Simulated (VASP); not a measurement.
# ScH5 (P6/mmm) in VASP: notebook

Runs on ScH5. Level: PBE. Tasks: single point, relaxation of cell and atoms.

Everything below comes from runs of VASP 6.6.1. Logs are shortened: lines on timing, memory, paths and dates and some standing lists are left out, and cuts for length are marked.

## (1) The cell of the first run

The structure is hexagonal, space group P6/mmm (No. 191). Conventional cell: a = 3.413 Å, b = 3.413 Å, c = 3.997 Å, α = 90.00°, β = 90.00°, γ = 120.00°. Sc (site symmetry 6/mmm) has 14 H at 2.00 to 2.08 Å within 2.6 Å. H (site symmetry 3m) has 1 H at 1.30 Å within 1.7 Å. Within 2.6 Å of H (site symmetry 6/mmm) lie 2 Sc at 2.00 Å and 12 H at 2.39 Å.

## (2) Single point, PBE

INCAR

```
SYSTEM = ScH5
PREC = Accurate ; ENCUT = 520
EDIFF = 1E-6 ; ISMEAR = 0
SIGMA = 0.1 ; LREAL = .False.
LASPH = .True. ; NELM = 60
ALGO = Normal ; ISIF = 2
LWAVE = .False. ; LCHARG = .False.
GGA = PE ; NBANDS = 17
```

KPOINTS

```
regular mesh
0
Gamma
  6 6 4
  0 0 0
```

POSCAR

```
ScH5
1.0
    3.4130894405     -0.0000000027      0.0000000000
   -1.7065447179      2.9558221622      0.0000000000
    0.0000000000      0.0000000000      3.9968098469
Sc H
1 5
Direct
    0.0000000000      0.0000000000      0.5000000000
    0.3333333333      0.6666666667      0.6628536079
    0.6666666667      0.3333333333      0.6628536079
    0.6666666667      0.3333333333      0.3371463921
    0.3333333333      0.6666666667      0.3371463921
    0.0000000000      0.0000000000      0.0000000000
```

Potentials or basis: VASP PAW PBE potentials, release 64 (Sc_sv, H).

Run with:

```console
$ cat potpaw_PBE.64/Sc_sv/POTCAR potpaw_PBE.64/H/POTCAR > POTCAR
$ mpirun -np 1 vasp_std > vasp.out
```

OUTCAR:

```text
SYSTEM = ScH5
   PREC = Accurate
   ENCUT = 520
   EDIFF = 1E-6
   ISMEAR = 0
   LREAL = .False.
   LASPH = .True.
   NELM = 60
   ISIF = 2
   GGA = PE

 ion  position               nearest neighbor table
   1  0.000  0.000  0.500-   6 2.00   6 2.00   4 2.08   5 2.08   2 2.08   3 2.08   2 2.08   5 2.08
                             3 2.08   4 2.08   3 2.08   4 2.08   2 2.08   5 2.08
   2  0.333  0.667  0.663-   1 2.08   1 2.08   1 2.08
   3  0.667  0.333  0.663-   1 2.08   1 2.08   1 2.08
   4  0.667  0.333  0.337-   1 2.08   1 2.08   1 2.08
   5  0.333  0.667  0.337-   1 2.08   1 2.08   1 2.08
   6  0.000  0.000  0.000-   1 2.00   1 2.00

  LATTYP: Found a hexagonal cell.
 ALAT       =     3.4130894405
 C/A-ratio  =     1.1710240580

  Lattice vectors:

 A1 = (   3.4130894405,  -0.0000000027,   0.0000000000)
 A2 = (  -1.7065447179,   2.9558221622,   0.0000000000)
 A3 = (   0.0000000000,   0.0000000000,   3.9968098469)

Analysis of symmetry for initial positions (statically):
=====================================================================
 Subroutine PRICEL returns:
 Original cell was already a primitive cell.

 Routine SETGRP: Setting up the symmetry group for a
 hexagonal supercell.

 Subroutine GETGRP returns: Found 24 space group operations
 (whereof 24 operations were pure point group operations)
 out of a pool of 24 trial point group operations.

The static configuration has the point symmetry D_6h.

Analysis of symmetry for dynamics (positions and initial velocities):
=====================================================================
 Subroutine PRICEL returns:
 Original cell was already a primitive cell.

 Routine SETGRP: Setting up the symmetry group for a
 hexagonal supercell.

 Subroutine GETGRP returns: Found 24 space group operations
 (whereof 24 operations were pure point group operations)
 out of a pool of 24 trial point group operations.

The dynamic configuration has the point symmetry D_6h.

 Subroutine INISYM returns: Found 24 space group operations
 (whereof 24 operations are pure point group operations),
 and found     1 'primitive' translations

----------------------------------------------------------------------------------------

                                     Primitive cell

  volume of cell :      40.3218

  direct lattice vectors                    reciprocal lattice vectors
     3.413089440 -0.000000003  0.000000000     0.292989685  0.169157673  0.000000000
    -1.706544718  2.955822162  0.000000000     0.000000000  0.338315347  0.000000000
     0.000000000  0.000000000  3.996809847     0.000000000  0.000000000  0.250199544

  length of vectors
     3.413089440  3.413089440  3.996809847     0.338315347  0.338315347  0.250199544

  position of ions in fractional coordinates (direct lattice)
     0.000000000  0.000000000  0.500000000
     0.333333333  0.666666667  0.662853608
     0.666666667  0.333333333  0.662853608
     0.666666667  0.333333333  0.337146392
     0.333333333  0.666666667  0.337146392
     0.000000000  0.000000000  0.000000000

  ion indices of the primitive-cell ions
   primitive index   ion index
                 1           1
                 2           2
                 3           3
                 4           4
                 5           5
                 6           6

----------------------------------------------------------------------------------------

 KPOINTS: regular mesh

Automatic generation of k-mesh.
 Grid dimensions read from file:
 generate k-points for:    6    6    4

 Generating k-lattice:

  Cartesian coordinates                     Fractional coordinates (reciprocal lattice)
     0.048831614  0.028192946  0.000000000     0.166666667  0.000000000  0.000000000
     0.000000000  0.056385891  0.000000000     0.000000000  0.166666667  0.000000000
     0.000000000  0.000000000  0.062549886     0.000000000  0.000000000  0.250000000

  Length of vectors
     0.056385891  0.056385891  0.062549886

  Shift w.r.t. Gamma in fractional coordinates (k-lattice)
     0.000000000  0.000000000  0.000000000

 Subroutine IBZKPT returns following result:
 ===========================================

 Found     21 irreducible k-points:

 Following reciprocal coordinates:
            Coordinates               Weight
  0.000000  0.000000  0.000000      1.000000
  0.166667  0.000000  0.000000      6.000000
  0.333333  0.000000  0.000000      6.000000
  0.500000  0.000000  0.000000      3.000000
  0.166667  0.166667  0.000000      6.000000
  0.333333  0.166667  0.000000     12.000000
[... 13 lines left out ...]
  0.333333  0.166667  0.500000     12.000000
  0.333333  0.333333  0.500000      2.000000
   k-points           NKPTS =     21   k-points in BZ     NKDIM =     21   number of bands    NBANDS=     17
   number of dos      NEDOS =    301   number of ions     NIONS =      6
   total plane-waves  NPLWV =  23520
   dimension x,y,z NGX =    28 NGY =   28 NGZ =   30
   dimension x,y,z NGXF=    56 NGYF=   56 NGZF=   60
   ions per type =               1   5
   NGX,Y,Z   is equivalent  to a cutoff of  13.64, 13.64, 12.48 a.u.
   NGXF,Y,Z  is equivalent  to a cutoff of  27.28, 27.28, 24.96 a.u.
 SYSTEM =  ScH5
   PREC   = accura    normal or accurate (medium, high low for compatibility)
   ISTART =      0    job   : 0-new  1-cont  2-samecut
   ICHARG =      2    charge: 1-file 2-atom 10-const
   ISPIN  =      1    spin polarized calculation?
   LNONCOLLINEAR =      F non collinear calculations
   LSORBIT =      F    spin-orbit coupling
   LASPH  =      T    aspherical Exc in radial PAW
   ENCUT  =  520.0 eV  38.22 Ry    6.18 a.u.   6.35  6.35  7.43*2*pi/ulx,y,z
   NELM   =     60;   NELMIN=  2; NELMDL= -5     # of ELM steps
   EDIFF  = 0.1E-05   stopping-criterion for ELM
   LREAL  =      F    real-space projection
   EDIFFG = 0.1E-04   stopping-criterion for IOM
   NSW    =      0    number of steps for IOM
   IBRION =     -1    ionic relax: 0-MD 1-quasi-New 2-CG
   NFREE  =      0    steps in history (QN), initial steepest desc. (CG)
   ISIF   =      2    stress and relaxation
   ISYM   =      2    0-nonsym 1-usesym 2-fastsym
   POTIM  = 0.5000    time-step for ionic-motion
   TEBEG  =    0.0;   TEEND  =   0.0 temperature during run
   PSTRESS=    0.0 pullay stress
   NELECT =      16.0000    total number of electrons
   NUPDOWN=      -1.0000    fix difference up-down
   EMIN   =  10.00;   EMAX   =-10.00  energy-range for DOS
   EFERMI =   0.00;   METHOD = LEGACY
   ISMEAR =     0;   SIGMA  =   0.10  broadening in eV -4-tet -1-fermi 0-gaus
   EFERMI_NEDOS =   21; number of points for ismear=-14 and -15
   IALGO  =     38    algorithm
   IMIX   =      4    mixing-type and parameters
     AMIX     =   0.40;   BMIX     =  1.00
     AMIX_MAG =   1.60;   BMIX_MAG =  1.00
  volume/ion in A,a.u.               =       6.72        45.35
  Fermi-wavevector in a.u.,A,eV,Ry     =   1.203008  2.273355 19.690720  1.447227
  Thomas-Fermi vector in A             =   2.338773
   LORBIT       =      0    0 simple, 1 ext, 2 COOP (PROOUT), +10 PAW based schemes
   GGA     = PE    functional components
   LHFCALC =     F    Hartree Fock is set to
   AEXX    =    0.0000 exact exchange contribution
   IVDW    =     0    specifies the selected vdW correction
   LEPSILON=     F    determine dielectric tensor
   LRPA    =     F    only Hartree local field effects (RPA)
 non-spin polarized calculation
 Gauss-broadening in eV      SIGMA  =   0.10
  energy-cutoff  :      520.00
  volume of cell :       40.32
 maximum number of plane-waves:      1119
 NGX is ok and might be reduce to    28
   NGX = 13   NGY = 13   NGZ = 15

 number of electron      16.0000002 magnetization

 Free energy of the ion-electron system (eV)
  ---------------------------------------------------
  ext. energy  EPLUGINS =         0.00000000
  ---------------------------------------------------
  free energy    TOTEN  =       -22.76744944 eV

  energy without entropy =      -22.76284241  energy(sigma->0) =      -22.76514592

 E-fermi :   2.2212     XC(G=0):  -9.9291

 val. band max:        2.2036008714   @ k =   0.1667   0.1667   0.5000
 cond. band min:       2.3051635824   @ k =   0.3333   0.1667   0.5000
 fundamental gap:      0.1015627111
 Fermi energy:         2.2211911204

 k-point     1 :       0.0000    0.0000    0.0000
  band No.  band energies     occupation
      1     -46.9920      2.00000
      2     -25.6608      2.00000
      3     -25.6608      2.00000
      4     -25.4282      2.00000
      5      -8.4319      2.00000
      6      -1.3478      2.00000
[... 9 lines left out ...]
     16      14.5820      0.00000
     17      14.5820      0.00000

 k-point     2 :       0.1667    0.0000    0.0000
  band No.  band energies     occupation
      1     -46.9841      2.00000
      2     -25.7402      2.00000
      3     -25.6754      2.00000
      4     -25.4176      2.00000
      5      -7.9117      2.00000
      6      -1.3969      2.00000
[... 9 lines left out ...]
     16      12.5977      0.00000
     17      14.1643      0.00000

 k-point     3 :       0.3333    0.0000    0.0000
  band No.  band energies     occupation
      1     -46.9684      2.00000
      2     -25.8946      2.00000
      3     -25.7047      2.00000
      4     -25.3964      2.00000
      5      -6.5754      2.00000
      6      -3.3695      2.00000
[... 332 lines left out ...]
 k-point    20 :       0.3333    0.1667    0.5000
  band No.  band energies     occupation
      1     -46.9586      2.00000
      2     -25.9244      2.00000
      3     -25.7600      2.00000
      4     -25.4300      2.00000
      5      -5.0385      2.00000
      6      -3.8576      2.00000
[... 9 lines left out ...]
     16      14.3798      0.00000
     17      14.5032      0.00000

 k-point    21 :       0.3333    0.3333    0.5000
  band No.  band energies     occupation
      1     -46.9546      2.00000
      2     -25.8652      2.00000
      3     -25.8652      2.00000
      4     -25.4241      2.00000
      5      -4.3274      2.00000
      6      -4.3274      2.00000
[... 9 lines left out ...]
     16      15.4930      0.00000
     17      15.4930      0.00000

------------------------ aborting loop because EDIFF is reached ----------------------------------------

  FORCE on cell =-STRESS in cart. coord.  units (eV):
  Direction    XX          YY          ZZ          XY          YZ          ZX
  --------------------------------------------------------------------------------------
  -------------------------------------------------------------------------------------
  Total       -0.0444669     -0.0444669      0.0579815     -0.0000000      0.0000000      0.0000000
  in kB       -1.7668850     -1.7668850      2.3038823     -0.0000000      0.0000000      0.0000000
  external PRESSURE =      -0.4099626 kB  Pullay stress =       0.0000000 kB

 VOLUME and BASIS-vectors are now :
 -----------------------------------------------------------------------------
  energy-cutoff  :      520.00
  volume of cell :       40.32
      direct lattice vectors                 reciprocal lattice vectors
     3.413089440 -0.000000003  0.000000000     0.292989685  0.169157673  0.000000000
    -1.706544718  2.955822162  0.000000000     0.000000000  0.338315347  0.000000000
     0.000000000  0.000000000  3.996809847     0.000000000  0.000000000  0.250199544

 POSITION                                       TOTAL-FORCE (eV/Angst)
 -----------------------------------------------------------------------------------
      0.00000      0.00000      1.99840        -0.000000      0.000000      0.000000
      0.00000      1.97055      2.64930        -0.000000     -0.000000      0.029376
      1.70654      0.98527      2.64930         0.000000      0.000000      0.029376
      1.70654      0.98527      1.34751         0.000000      0.000000     -0.029376
      0.00000      1.97055      1.34751        -0.000000     -0.000000     -0.029376
      0.00000      0.00000      0.00000        -0.000000      0.000000      0.000000
 -----------------------------------------------------------------------------------
    total drift:                               -0.000000      0.000000      0.000000

  FREE ENERGIE OF THE ION-ELECTRON SYSTEM (eV)
  ---------------------------------------------------
  free  energy   TOTEN  =       -22.7674494380 eV

  energy  without entropy=      -22.7628424055  energy(sigma->0) =      -22.76514592
```

Wall time 12 s (1 thread of Intel Xeon Platinum 8488C (Sapphire Rapids), shared host); peak memory 0.16 GiB.

What came out:

```yaml
Free_energy: -22.7674 eV
Pressure: 0.0 GPa
Largest_force: 0.029 eV/Å
Band_gap_on_the_k_mesh: zero (band 8 reaches 3.14 eV, above the bottom of band 9 at 0.67 eV)
```

Forces in eV/Å, atoms in the order of the input:
```
Sc   0.000  0.000  0.000
H    0.000  0.000  0.029
H    0.000  0.000  0.029
H    0.000  0.000 -0.029
H    0.000  0.000 -0.029
H    0.000  0.000  0.000
```

Caveat: the k points lie up to 0.39 Å⁻¹ apart.

## (3) Single point, PBE

This run uses another cell than the first one, of 7.98 Å³/atom, 1.188 times its volume.

INCAR

```
ALGO = Normal
EDIFF = 1E-7
ENCUT = 520
GGA = PE
ISIF = 2
ISMEAR = 0
LASPH = True
LCHARG = False
LREAL = False
LWAVE = False
NBANDS = 17
NELM = 60
PREC = Accurate
SIGMA = 0.1
```

KPOINTS

```
k-points
0
Gamma
  6 6 4
```

POSCAR

```
ScH5
1.0
    3.6811963700      0.0000000000      0.0000000000
   -1.8405981800      3.1880095700      0.0000000000
    0.0000000000      0.0000000000      4.0811325100
Sc H
1 5
Direct
    0.0000000000      0.0000000000      0.5000000000
    0.3333333300      0.6666666700      0.7388617400
    0.6666666700      0.3333333300      0.7388617400
    0.6666666700      0.3333333300      0.2611382600
    0.3333333300      0.6666666700      0.2611382600
    0.0000000000      0.0000000000      0.0000000000
```

Potentials or basis: VASP PAW PBE potentials, release 64 (Sc_sv, H).

Run with:

```console
$ cat potpaw_PBE.64/Sc_sv/POTCAR potpaw_PBE.64/H/POTCAR > POTCAR
$ mpirun -np 1 vasp_std > vasp.out
```

Wall time 17 s (1 thread of Intel Xeon Platinum 8488C (Sapphire Rapids), shared host); peak memory 0.16 GiB.

It converged, with:

| Item | Value |
| --- | --- |
| Free energy | -21.7422 eV |
| Pressure | -16.2 GPa |
| Largest force | 0.709 eV/Å |
| Band gap on the k mesh | zero (band 8 reaches 2.64 eV, above the bottom of band 9 at -0.76 eV) |

Forces in eV/Å, atoms in the order of the input:
```
Sc   0.000  0.000  0.000
H    0.000  0.000 -0.709
H    0.000  0.000 -0.709
H    0.000  0.000  0.709
H    0.000  0.000  0.709
H    0.000  0.000  0.000
```

Stress tensor (GPa, compression positive):
```
-19.24   0.00   0.00
  0.00 -19.24   0.00
  0.00   0.00 -10.05
```

Levels at points of the mesh, in eV from the Fermi level:
```
           k point  band 5  band 6  band 7  band 8  band 9  band 10  band 11  band 12
(0.00, 0.00, 0.00)   -7.95   -1.98   -1.30    0.60    1.93     1.93     3.30     3.30
(0.50, 0.00, 0.00)   -4.98   -4.56   -2.05   -1.08    2.19     3.00     3.59     4.31
(0.00, 0.00, 0.50)   -6.19   -5.51    1.68    2.05    2.05     2.19     2.92     2.92
(0.50, 0.00, 0.50)   -3.56   -3.41   -3.07   -2.31    1.35     2.42     3.24     3.61
```

Caveat: the k points lie up to 0.38 Å⁻¹ apart.

(Continued in part 2 of 2.)
